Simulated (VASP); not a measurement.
# Si in VASP: notebook

Runs on Si. Level: LDA. Tasks: single point.

Program: VASP 6.6.1. These are calculated values, not measurements. Logs are shortened: lines on timing, memory, paths and dates and some standing lists are left out, and cuts for length are marked.

## 1. The cell of the first run

The structure is cubic, space group Fd-3m (No. 227). The conventional cell has a = 5.429 Å, b = 5.429 Å, c = 5.429 Å, α = 90.00°, β = 90.00°, γ = 90.00°. Si (site symmetry -43m) has 4 Si at 2.35 Å within 3.1 Å.

## 2. Single point, LDA

Contents of INCAR:

```
SYSTEM = Si
ALGO = Normal ; EDIFF = 1E-7
ENCUT = 520 ; ISIF = 2
ISMEAR = 0 ; LASPH = .True.
LCHARG = .False. ; LREAL = .False.
LWAVE = .False. ; NBANDS = 11
NELM = 60 ; PREC = Accurate
SIGMA = 0.01
```

Contents of KPOINTS:

```
k-points
0
Gamma
  10 10 10
  0 0 0
```

Contents of POSCAR:

```
Si
1.0
    0.0000000000      2.7144783717      2.7144783717
    2.7144783717      0.0000000000      2.7144783717
    2.7144783717      2.7144783717      0.0000000000
Si
2
Direct
    0.0000000000      0.0000000000      0.0000000000
    0.2500000000      0.2500000000      0.2500000000
```

Potentials or basis: VASP PAW LDA potentials, release 64 (Si).

Command:

```sh
$ cat potpaw_LDA.64/Si/POTCAR > POTCAR
$ mpirun -np 1 vasp_std > vasp.out
```

OUTCAR:

```text
SYSTEM = Si
   EDIFF = 1E-7
   ENCUT = 520
   ISIF = 2
   ISMEAR = 0
   LASPH = .True.
   LREAL = .False.
   NELM = 60
   PREC = Accurate

 ion  position               nearest neighbor table
   1  0.000  0.000  0.000-   2 2.35   2 2.35   2 2.35   2 2.35
   2  0.250  0.250  0.250-   1 2.35   1 2.35   1 2.35   1 2.35

  LATTYP: Found a face centered cubic cell.
 ALAT       =     5.4289567434

  Lattice vectors:

 A1 = (   0.0000000000,   2.7144783717,   2.7144783717)
 A2 = (   2.7144783717,   0.0000000000,   2.7144783717)
 A3 = (   2.7144783717,   2.7144783717,   0.0000000000)

Analysis of symmetry for initial positions (statically):
=====================================================================
 Subroutine PRICEL returns:
 Original cell was already a primitive cell.

 Routine SETGRP: Setting up the symmetry group for a
 face centered cubic supercell.

 Subroutine GETGRP returns: Found 48 space group operations
 (whereof 24 operations were pure point group operations)
 out of a pool of 48 trial point group operations.

The static configuration has the point symmetry T_d .
 The point group associated with its full space group is O_h .

Analysis of symmetry for dynamics (positions and initial velocities):
=====================================================================
 Subroutine PRICEL returns:
 Original cell was already a primitive cell.

 Routine SETGRP: Setting up the symmetry group for a
 face centered cubic supercell.

 Subroutine GETGRP returns: Found 48 space group operations
 (whereof 24 operations were pure point group operations)
 out of a pool of 48 trial point group operations.

The dynamic configuration has the point symmetry T_d .
 The point group associated with its full space group is O_h .

 Subroutine INISYM returns: Found 48 space group operations
 (whereof 24 operations are pure point group operations),
 and found     1 'primitive' translations

----------------------------------------------------------------------------------------

                                     Primitive cell

  volume of cell :      40.0027

  direct lattice vectors                    reciprocal lattice vectors
     0.000000000  2.714478372  2.714478372    -0.184197452  0.184197452  0.184197452
     2.714478372  0.000000000  2.714478372     0.184197452 -0.184197452  0.184197452
     2.714478372  2.714478372  0.000000000     0.184197452  0.184197452 -0.184197452

  length of vectors
     3.838852128  3.838852128  3.838852128     0.319039346  0.319039346  0.319039346

  position of ions in fractional coordinates (direct lattice)
     0.000000000  0.000000000  0.000000000
     0.250000000  0.250000000  0.250000000

  ion indices of the primitive-cell ions
   primitive index   ion index
                 1           1
                 2           2

----------------------------------------------------------------------------------------

 KPOINTS: k-points

Automatic generation of k-mesh.
 Grid dimensions read from file:
 generate k-points for:   10   10   10

 Generating k-lattice:

  Cartesian coordinates                     Fractional coordinates (reciprocal lattice)
    -0.018419745  0.018419745  0.018419745     0.100000000  0.000000000  0.000000000
     0.018419745 -0.018419745  0.018419745     0.000000000  0.100000000  0.000000000
     0.018419745  0.018419745 -0.018419745     0.000000000  0.000000000  0.100000000

  Length of vectors
     0.031903935  0.031903935  0.031903935

  Shift w.r.t. Gamma in fractional coordinates (k-lattice)
     0.000000000  0.000000000  0.000000000

 Subroutine IBZKPT returns following result:
 ===========================================

 Found     47 irreducible k-points:

 Following reciprocal coordinates:
            Coordinates               Weight
  0.000000  0.000000  0.000000      1.000000
  0.100000  0.000000  0.000000      8.000000
  0.200000  0.000000  0.000000      8.000000
  0.300000  0.000000  0.000000      8.000000
  0.400000  0.000000  0.000000      8.000000
  0.500000  0.000000  0.000000      4.000000
[... 16 lines left out ...]
  0.300000  0.300000  0.000000      6.000000
  0.400000  0.300000  0.000000     24.000000
 [... further k-points ...]
   k-points           NKPTS =     47   k-points in BZ     NKDIM =     47   number of bands    NBANDS=     11
   number of dos      NEDOS =    301   number of ions     NIONS =      2
   total plane-waves  NPLWV =  27000
   dimension x,y,z NGX =    30 NGY =   30 NGZ =   30
   dimension x,y,z NGXF=    60 NGYF=   60 NGZF=   60
   ions per type =               2
   NGX,Y,Z   is equivalent  to a cutoff of  12.99, 12.99, 12.99 a.u.
   NGXF,Y,Z  is equivalent  to a cutoff of  25.98, 25.98, 25.98 a.u.
 SYSTEM =  Si
   PREC   = accura    normal or accurate (medium, high low for compatibility)
   ISTART =      0    job   : 0-new  1-cont  2-samecut
   ICHARG =      2    charge: 1-file 2-atom 10-const
   ISPIN  =      1    spin polarized calculation?
   LNONCOLLINEAR =      F non collinear calculations
   LSORBIT =      F    spin-orbit coupling
   LASPH  =      T    aspherical Exc in radial PAW
   ENCUT  =  520.0 eV  38.22 Ry    6.18 a.u.   7.14  7.14  7.14*2*pi/ulx,y,z
   NELM   =     60;   NELMIN=  2; NELMDL= -5     # of ELM steps
   EDIFF  = 0.1E-06   stopping-criterion for ELM
   LREAL  =      F    real-space projection
   EDIFFG = 0.1E-05   stopping-criterion for IOM
   NSW    =      0    number of steps for IOM
   IBRION =     -1    ionic relax: 0-MD 1-quasi-New 2-CG
   NFREE  =      0    steps in history (QN), initial steepest desc. (CG)
   ISIF   =      2    stress and relaxation
   ISYM   =      2    0-nonsym 1-usesym 2-fastsym
   POTIM  = 0.5000    time-step for ionic-motion
   TEBEG  =    0.0;   TEEND  =   0.0 temperature during run
   PSTRESS=    0.0 pullay stress
   NELECT =       8.0000    total number of electrons
   NUPDOWN=      -1.0000    fix difference up-down
   EMIN   =  10.00;   EMAX   =-10.00  energy-range for DOS
   EFERMI =   0.00;   METHOD = LEGACY
   ISMEAR =     0;   SIGMA  =   0.01  broadening in eV -4-tet -1-fermi 0-gaus
   EFERMI_NEDOS =   21; number of points for ismear=-14 and -15
   IALGO  =     38    algorithm
   IMIX   =      4    mixing-type and parameters
     AMIX     =   0.40;   BMIX     =  1.00
     AMIX_MAG =   1.60;   BMIX_MAG =  1.00
  volume/ion in A,a.u.               =      20.00       134.98
  Fermi-wavevector in a.u.,A,eV,Ry     =   0.957360  1.809147 12.470249  0.916537
  Thomas-Fermi vector in A             =   2.086371
   LORBIT       =      0    0 simple, 1 ext, 2 COOP (PROOUT), +10 PAW based schemes
   GGA     = CA    functional components
   LHFCALC =     F    Hartree Fock is set to
   AEXX    =    0.0000 exact exchange contribution
   IVDW    =     0    specifies the selected vdW correction
   LEPSILON=     F    determine dielectric tensor
   LRPA    =     F    only Hartree local field effects (RPA)
 non-spin polarized calculation
 Gauss-broadening in eV      SIGMA  =   0.01
  energy-cutoff  :      520.00
  volume of cell :       40.00
 maximum number of plane-waves:      1091
 NGX is ok and might be reduce to    30
   NGX = 15   NGY = 15   NGZ = 15

 number of electron       8.0000000 magnetization

 Free energy of the ion-electron system (eV)
  ---------------------------------------------------
  ext. energy  EPLUGINS =         0.00000000
  ---------------------------------------------------
  free energy    TOTEN  =       -11.91667564 eV

  energy without entropy =      -11.91667564  energy(sigma->0) =      -11.91667564

 E-fermi :   5.9086     XC(G=0):  -9.6093

 val. band max:        5.7797074677   @ k =   0.0000   0.0000   0.0000
 cond. band min:       6.2569932736   @ k =   0.4000   0.4000   0.0000
 fundamental gap:      0.4772858059
 Fermi energy:         5.9086000933

 k-point     1 :       0.0000    0.0000    0.0000
  band No.  band energies     occupation
      1      -6.1841      2.00000
      2       5.7797      2.00000
      3       5.7797      2.00000
      4       5.7797      2.00000
      5       8.3042      0.00000
      6       8.3042      0.00000
      7       8.3042      0.00000
      8       8.9998      0.00000
      9      13.4611      0.00000
     10      13.5078      0.00000
     11      13.5078      0.00000

 k-point     2 :       0.1000    0.0000    0.0000
  band No.  band energies     occupation
      1      -6.0530      2.00000
      2       4.6225      2.00000
      3       5.5805      2.00000
      4       5.5805      2.00000
      5       8.2844      0.00000
      6       8.5966      0.00000
      7       8.5966      0.00000
      8       9.9460      0.00000
      9      13.1333      0.00000
     10      13.1333      0.00000
     11      14.0126      0.00000

 k-point     3 :       0.2000    0.0000    0.0000
  band No.  band energies     occupation
      1      -5.6660      2.00000
      2       2.7547      2.00000
      3       5.1998      2.00000
      4       5.1998      2.00000
      5       7.9081      0.00000
      6       9.1027      0.00000
      7       9.1027      0.00000
      8      11.6981      0.00000
      9      12.8021      0.00000
     10      12.8021      0.00000
     11      14.7017      0.00000
[... 267 lines left out ...]
 k-point    23 :       0.3000    0.3000    0.0000
  band No.  band energies     occupation
      1      -4.6333      2.00000
      2       1.3587      2.00000
      3       3.5463      2.00000
      4       3.5463      2.00000
      5       6.5467      0.00000
      6       8.0915      0.00000
      7      12.3707      0.00000
      8      12.3707      0.00000
      9      14.7654      0.00000
     10      15.2441      0.00000
     11      18.0046      0.00000

 k-point    24 :       0.4000    0.3000    0.0000
  band No.  band energies     occupation
      1      -4.0196      2.00000
      2       0.3555      2.00000
      3       2.9081      2.00000
      4       3.3419      2.00000
      5       6.7348      0.00000
      6       7.9255      0.00000
      7      12.6558      0.00000
      8      12.7900      0.00000
      9      16.2410      0.00000
     10      16.4004      0.00000
     11      17.7748      0.00000

 [... further k-points ...]

------------------------ aborting loop because EDIFF is reached ----------------------------------------

  FORCE on cell =-STRESS in cart. coord.  units (eV):
  Direction    XX          YY          ZZ          XY          YZ          ZX
  --------------------------------------------------------------------------------------
  -------------------------------------------------------------------------------------
  Total       -0.3387850     -0.3387850     -0.3387850     -0.0000000     -0.0000000     -0.0000000
  in kB      -13.5689293    -13.5689293    -13.5689293     -0.0000000     -0.0000000     -0.0000000
  external PRESSURE =     -13.5689293 kB  Pullay stress =       0.0000000 kB

 VOLUME and BASIS-vectors are now :
 -----------------------------------------------------------------------------
  energy-cutoff  :      520.00
  volume of cell :       40.00
      direct lattice vectors                 reciprocal lattice vectors
     0.000000000  2.714478372  2.714478372    -0.184197452  0.184197452  0.184197452
     2.714478372  0.000000000  2.714478372     0.184197452 -0.184197452  0.184197452
     2.714478372  2.714478372  0.000000000     0.184197452  0.184197452 -0.184197452

 POSITION                                       TOTAL-FORCE (eV/Angst)
 -----------------------------------------------------------------------------------
      0.00000      0.00000      0.00000         0.000000      0.000000      0.000000
      1.35724      1.35724      1.35724        -0.000000     -0.000000     -0.000000
 -----------------------------------------------------------------------------------
    total drift:                               -0.000000     -0.000000     -0.000000

  FREE ENERGIE OF THE ION-ELECTRON SYSTEM (eV)
  ---------------------------------------------------
  free  energy   TOTEN  =       -11.9166756422 eV

  energy  without entropy=      -11.9166756422  energy(sigma->0) =      -11.91667564
```

Wall time 15 s (1 thread of Intel Xeon 6975P-C, shared host); peak memory 0.15 GiB.

Results:

```
Free energy            : -11.9167 eV
Pressure               : -1.4 GPa
Band gap on the k mesh : 0.48 eV, indirect (least direct gap 2.52 eV)
```

## 3. Single point, LDA

This run uses another cell than the first one, of 19.61 Å³/atom, 0.980 times its volume.

Contents of INCAR:

```
PREC = Accurate
ENCUT = 520
EDIFF = 1E-6
ISMEAR = 0
SIGMA = 0.01
LREAL = F
LASPH = T
NELM = 80
ALGO = Normal
ISIF = 2
LWAVE = F
LCHARG = F
GGA = CA
NBANDS = 11
```

Contents of KPOINTS:

```
regular mesh
0
Gamma
  10 10 10
```

Contents of POSCAR:

```
Si
1.0
    0.0000000000      2.7009735042      2.6874686367
    2.7009735042      0.0000000000      2.6874686367
    2.7009735042      2.7009735042      0.0000000000
Si
2
Direct
    0.0000000000      0.0000000000      0.0000000000
    0.2500000000      0.2500000000      0.2500000000
```

Potentials or basis: VASP PAW LDA potentials, release 64 (Si).

Command:

```sh
$ cat potpaw_LDA.64/Si/POTCAR > POTCAR
$ mpirun -np 1 vasp_std > vasp.out
```

Wall time 19 s (1 thread of Intel Xeon 6975P-C, shared host); peak memory 0.15 GiB.

It converged, with:

```
Free energy            : -11.9185 eV
Pressure               : 0.5 GPa
Band gap on the k mesh : 0.39 eV, indirect (least direct gap 2.50 eV)
```

Stress tensor (GPa, compression positive):
```
0.38 0.00 0.00
0.00 0.38 0.00
0.00 0.00 0.86
```

Levels at points of the mesh, in eV from the valence-band top:
```
           k point  band 1  band 2  band 3  band 4  band 5  band 6  band 7  band 8  band 9
(0.00, 0.00, 0.00)  -12.12   -0.04   -0.04    0.00    2.50    2.52    2.52    3.43    7.67
(0.50, 0.00, 0.00)   -9.73   -7.11   -1.26   -1.21    1.48    3.24    3.28    7.52   10.52
(0.50, 0.50, 0.00)   -7.88   -7.88   -2.96   -2.96    0.51    0.51   10.13   10.13   10.98
(0.50, 0.00, 0.50)   -7.91   -7.91   -2.92   -2.92    0.55    0.55   10.13   10.13   10.96
```

## 4. Single point, LDA

This run uses another cell than the first one, of 19.80 Å³/atom, 0.990 times its volume.

Contents of INCAR:

```
SYSTEM = Si
PREC = Accurate
ENCUT = 520
EDIFF = 1E-7
ISMEAR = 0
SIGMA = 0.01
LREAL = .FALSE.
LASPH = .TRUE.
NELM = 60
ALGO = Normal
ISIF = 2
LWAVE = .FALSE.
LCHARG = .FALSE.
GGA = CA
NBANDS = 11
```

Contents of KPOINTS:

```
Automatic mesh
0
G
  10 10 10
  0 0 0
```

Contents of POSCAR:

```
Si
1.0
    0.0000000000      2.7009735042      2.7144783717
    2.7009735042      0.0000000000      2.7144783717
    2.7009735042      2.7009735042      0.0000000000
Si
2
Direct
    0.0000000000      0.0000000000      0.0000000000
    0.2500000000      0.2500000000      0.2500000000
```

Command:

```sh
$ cat potpaw_LDA.64/Si/POTCAR > POTCAR
$ mpirun -np 1 vasp_std > vasp.out
```

Wall time 17 s (1 thread of Intel Xeon 6975P-C, shared host); peak memory 0.15 GiB.

It converged, with:

| Quantity | Value |
| --- | --- |
| Free energy | -11.9187 eV |
| Pressure | -0.4 GPa |
| Band gap on the k mesh | 0.43 eV, indirect (least direct gap 2.51 eV) |

Stress tensor (GPa, compression positive):
```
-0.27  0.00  0.00
 0.00 -0.27  0.00
 0.00  0.00 -0.76
```

Levels at points of the mesh, in eV from the valence-band top:
```csv
k point,band 1,band 2,band 3,band 4,band 5,band 6,band 7,band 8,band 9
"(0.00, 0.00, 0.00)",-12.04,-0.04,0.00,0.00,2.51,2.51,2.53,3.32,7.68
"(0.50, 0.00, 0.00)",-9.68,-7.05,-1.24,-1.19,1.46,3.26,3.30,7.52,10.51
"(0.50, 0.50, 0.00)",-7.88,-7.88,-2.87,-2.87,0.60,0.60,10.06,10.06,10.93
"(0.50, 0.00, 0.50)",-7.85,-7.85,-2.91,-2.91,0.56,0.56,10.05,10.05,10.95
```

(Part 1 of 2 ends here.)
